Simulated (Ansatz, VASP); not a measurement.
## One calculation of CsCl, two programs

```
Cs Cl
1.0
     4.13670    0.00000    0.00000
     0.00000    4.13670    0.00000
     0.00000    0.00000    4.13670
Cs Cl
1 1
Direct
  0.00000 0.00000 0.00000
  0.50000 0.50000 0.50000
```

Change from the starting cell: volume scaled by 1.01.

Alike in both runs: task single point; functional PBEsol; k mesh 6 × 6 × 6; occupations fermi-dirac, width 0.03 eV; no spin polarisation.

```csv
,VASP,Ansatz
version,VASP 6.6.1,Ansatz 0.2.0
potentials or method,"VASP PAW PBE potentials, release 64 (Cs_sv, Cl), cutoff 500 eV","all-electron LAPW, scalar-relativistic"
```

Ansatz gave:

| Quantity | Value |
| --- | --- |
| gap on the k mesh at the Fermi level (eV) | 5.02 |
| pressure (GPa) | -0.8 |

Problem. What did VASP give for the same quantities?

Solution. gap on the k mesh at the Fermi level (eV): 5.00; pressure (GPa): -0.8.

VASP's potentials were made for PBE, not for PBEsol. Ansatz ran all-electron here, and VASP with PAW potentials.

Spin-orbit coupling is off throughout.
